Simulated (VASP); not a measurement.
# BaH (P1) in VASP: notebook, part 2 of 2

VASP 6.6.1. The steps go on from the part before.

### Step 3. Single point, PBEsol

Contents of INCAR:

```
  PREC = Accurate
  ENCUT = 520
  EDIFF = 1E-6
  ISMEAR = 0
  SIGMA = 0.1
  LREAL = False
  LASPH = True
  NELM = 80
  ALGO = Normal
  ISIF = 2
  LWAVE = False
  LCHARG = True
  GGA = PS
  LELF = True
  LVHAR = True
  NBANDS = 12
```

Contents of KPOINTS:

```
regular mesh
0
Gamma
  5 5 6
```

Contents of POSCAR:

```
BaH
1.0
    3.9336699600      0.0000000000      0.0000000000
    0.0000000000      3.9336699600      0.0000000000
    0.0000000000      0.0000000000      3.4838790800
Ba H
1 1
Direct
    0.5021170000      0.5159260000      0.0017980000
   -0.0087530000     -0.0048350000     -0.0072250000
```

Potentials or basis: VASP PAW PBE potentials, release 64 (Ba_sv, H).

Launch:

```
cat potpaw_PBE.64/Ba_sv/POTCAR potpaw_PBE.64/H/POTCAR > POTCAR
mpirun -np 1 vasp_std > vasp.out
```

It took 24 s on 1 thread of Intel Xeon 6975P-C, shared host; peak memory 0.2 GiB.

Results (log left out):

* Free energy: -5.4431 eV
* Pressure: -1.4 GPa
* Largest force: 0.095 eV/Å

Forces in eV/Å, atoms in the order of the input:
```
Ba  -0.044 -0.081 -0.021
H    0.044  0.081  0.021
```

Stress tensor (GPa, compression positive):
```
-4.20  0.11 -0.01
 0.11 -4.22 -0.01
-0.01 -0.01  4.36
```

Levels at points of the mesh, in eV from the Fermi level:
```csv
k point,band 3,band 4,band 5,band 6,band 7,band 8
"(0.00, 0.00, 0.00)",-13.62,-13.14,-4.65,-0.60,0.02,5.02
"(0.00, 0.00, 0.50)",-13.40,-13.40,-3.47,1.14,1.40,2.15
```

Caveat: the PAW data sets were made with another functional, which shifts forces and pressure a little; spin-orbit coupling is left out, which moves the levels of the heavy elements.

### Step 4. Single point, PBEsol

Contents of INCAR:

```
SYSTEM = BaH
PREC = Accurate
ENCUT = 520
EDIFF = 1E-7
ISMEAR = 0
SIGMA = 0.1
LREAL = .FALSE.
LASPH = .TRUE.
NELM = 80
ALGO = Normal
ISIF = 2
LWAVE = .FALSE.
LCHARG = .FALSE.
GGA = PS
NBANDS = 12
```

Contents of KPOINTS:

```
regular mesh
0
G
  5 5 6
  0 0 0
```

POSCAR is that of step 3.

Launch:

```
cat potpaw_PBE.64/Ba_sv/POTCAR potpaw_PBE.64/H/POTCAR > POTCAR
mpirun -np 1 vasp_std > vasp.out
```

It took 27 s on 1 thread of Intel Xeon 6975P-C, shared host; peak memory 0.2 GiB.

Results (log left out):

| Quantity | Value |
| --- | --- |
| Free energy | -5.4431 eV |
| Pressure | -1.4 GPa |
| Largest force | 0.095 eV/Å |

Forces in eV/Å, atoms in the order of the input:
```
Ba  -0.044 -0.081 -0.021
H    0.044  0.081  0.021
```

Stress tensor (GPa, compression positive):
```
-4.20  0.11 -0.01
 0.11 -4.22 -0.01
-0.01 -0.01  4.36
```

Levels at points of the mesh, in eV from the Fermi level:
```tsv
k point	band 3	band 4	band 5	band 6	band 7	band 8
(0.00, 0.00, 0.00)	-13.62	-13.14	-4.65	-0.60	0.02	5.02
(0.00, 0.00, 0.50)	-13.40	-13.40	-3.47	1.14	1.40	2.15
```

Caveat: the PAW data sets were made with another functional, which shifts forces and pressure a little; spin-orbit coupling is left out, which moves the levels of the heavy elements.

### Step 5. Single point, PBEsol

Contents of INCAR:

```
SYSTEM = BaH
  PREC = Accurate
  ENCUT = 520
  EDIFF = 1E-6
  ISMEAR = 0
  SIGMA = 0.05
  LREAL = .FALSE.
  LASPH = .TRUE.
  NELM = 80
  ALGO = Normal
  ISIF = 2
  LWAVE = .FALSE.
  LCHARG = .TRUE.
  GGA = PS
  LELF = .TRUE.
  LVHAR = .TRUE.
  NBANDS = 12
```

KPOINTS is that of step 4.

POSCAR is that of step 4.

Launch:

```
cat potpaw_PBE.64/Ba_sv/POTCAR potpaw_PBE.64/H/POTCAR > POTCAR
mpirun -np 1 vasp_std > vasp.out
```

It took 30 s on 1 thread of Intel Xeon 6975P-C, shared host; peak memory 0.19 GiB.

Results (log left out):

```
Free energy   : -5.4413 eV
Pressure      : -1.4 GPa
Largest force : 0.095 eV/Å
```

Forces on the atoms (eV/Å):
```
Ba  -0.044 -0.081 -0.022
H    0.044  0.081  0.022
```

Stress tensor (GPa, compression positive):
```
-4.23  0.11  0.00
 0.11 -4.26 -0.01
 0.00 -0.01  4.32
```

Levels at points of the mesh, in eV from the Fermi level:
| k point | band 1 | band 2 | band 3 | band 4 | band 5 | band 6 | band 7 | band 8 | band 9 | band 10 |
| --- | --- | --- | --- | --- | --- | --- | --- | --- | --- | --- |
| (0.00, 0.00, 0.00) | -28.85 | -13.64 | -13.64 | -13.15 | -4.66 | -0.61 | 0.01 | 5.00 | 5.50 | 6.13 |
| (0.00, 0.00, 0.50) | -28.61 | -15.01 | -13.41 | -13.41 | -3.48 | 1.13 | 1.39 | 2.14 | 2.14 | 5.63 |

Caveat: the PAW data sets were made with another functional, which shifts forces and pressure a little; spin-orbit coupling is left out, which moves the levels of the heavy elements.

### Step 6. Single point, PBEsol

Contents of INCAR:

```
PREC = Accurate ; ENCUT = 520
EDIFF = 1E-6 ; ISMEAR = 0
SIGMA = 0.05 ; LREAL = False
LASPH = True ; NELM = 100
ALGO = Normal ; ISIF = 2
LWAVE = False ; LCHARG = False
GGA = PS ; NBANDS = 12
```

Contents of KPOINTS:

```
Automatic mesh
0
Gamma
  5 5 6
```

POSCAR is that of step 5.

Potentials or basis: VASP PAW PBE potentials, release 64 (Ba_sv, H).

Launch:

```
cat potpaw_PBE.64/Ba_sv/POTCAR potpaw_PBE.64/H/POTCAR > POTCAR
mpirun -np 1 vasp_std > vasp.out
```

OUTCAR:

```text
PREC = Accurate
   ENCUT = 520
   EDIFF = 1E-6
   ISMEAR = 0
   LREAL = False
   LASPH = True
   NELM = 100
   ISIF = 2
   GGA = PS

 ion  position               nearest neighbor table
   1  0.502  0.516  0.002-   2 2.69   2 2.76   2 2.81
   2  0.991  0.995  0.993-   1 2.69   1 2.76   1 2.81

  LATTYP: Found a simple tetragonal cell.
 ALAT       =     3.9336699600
 C/A-ratio  =     0.8856561723

  Lattice vectors:

 A1 = (   3.9336699600,   0.0000000000,   0.0000000000)
[... 544 lines left out ...]

 [... further k-points ...]

------------------------ aborting loop because EDIFF is reached ----------------------------------------

  FORCE on cell =-STRESS in cart. coord.  units (eV):
  Direction    XX          YY          ZZ          XY          YZ          ZX
  --------------------------------------------------------------------------------------
  -------------------------------------------------------------------------------------
  Total       -1.4240540     -1.4342485      1.4529194      0.0376503     -0.0029432     -0.0015912
  in kB      -42.3231656    -42.6261480     43.1810502      1.1189745     -0.0874715     -0.0472895
  external PRESSURE =     -13.9227545 kB  Pullay stress =       0.0000000 kB

 VOLUME and BASIS-vectors are now :
 -----------------------------------------------------------------------------
  energy-cutoff  :      520.00
  volume of cell :       53.91
      direct lattice vectors                 reciprocal lattice vectors
     3.933669960  0.000000000  0.000000000     0.254215532  0.000000000  0.000000000
     0.000000000  3.933669960  0.000000000     0.000000000  0.254215532  0.000000000
     0.000000000  0.000000000  3.483879080     0.000000000  0.000000000  0.287036369

 POSITION                                       TOTAL-FORCE (eV/Angst)
 -----------------------------------------------------------------------------------
      1.97516      2.02948      0.00626        -0.043837     -0.081111     -0.021647
      3.89924      3.91465      3.45871         0.043837      0.081111      0.021647
 -----------------------------------------------------------------------------------
    total drift:                               -0.000084     -0.000158     -0.000004

  FREE ENERGIE OF THE ION-ELECTRON SYSTEM (eV)
  ---------------------------------------------------
  free  energy   TOTEN  =        -5.4413283469 eV

  energy  without entropy=       -5.4400113755  energy(sigma->0) =       -5.44066986
```

stdout:

```text
POSCAR found type information on POSCAR BaH
 POSCAR found :  2 types and       2 ions
 scaLAPACK will be used
 -----------------------------------------------------------------------------
|                                                                             |
|                                                                             |
|     You enforced a specific xc type in the INCAR file but a different       |
|     I HOPE YOU KNOW WHAT YOU ARE DOING!                                     |
|                                                                             |
 -----------------------------------------------------------------------------

 LDA part: xc-table for (Slater+PW92), standard interpolation
 POSCAR, INCAR and KPOINTS ok, starting setup
 FFT: planning ... GRIDC
 FFT: planning ... GRID_SOFT
 FFT: planning ... GRID
 WAVECAR not read
 entering main loop
```

Wall time 29 s (1 thread of Intel Xeon 6975P-C, shared host); peak memory 0.2 GiB.

Results:

* Free energy: -5.4413 eV
* Pressure: -1.4 GPa
* Largest force: 0.095 eV/Å

Forces in eV/Å, atoms in the order of the input:
```
Ba  -0.044 -0.081 -0.022
H    0.044  0.081  0.022
```

Caveat: the PAW data sets were made with another functional, which shifts forces and pressure a little; spin-orbit coupling is left out, which moves the levels of the heavy elements.

### Step 7. Summary

```tsv
level	smearing	gap on the mesh (eV)	pressure (GPa)	largest force (eV/Å)
PBE	gaussian 0.05 eV	none	0.0	0.10
PBEsol	gaussian 0.1 eV	none	-1.4	0.09
PBEsol	gaussian 0.05 eV	none	-1.4	0.09
```

Alike in all rows: task single point; potentials or basis VASP PAW PBE potentials, release 64 (Ba_sv, H); no spin polarisation; cell as given; k mesh 5 × 5 × 6; cutoff (eV) 520.

Every run on the cell as given and a fine mesh finds a metal. The pressure there spans -1.4 GPa (PBEsol) to 0.0 GPa (PBE); a positive pressure means that this level wants a larger cell, a negative one a smaller.

Caveats: spin-orbit coupling is left out, which moves the levels of the heavy elements; the PAW data sets were made with another functional, which shifts forces and pressure a little (some runs).

Total energies depend on the potentials used, so only differences within one code and one set of settings carry meaning.
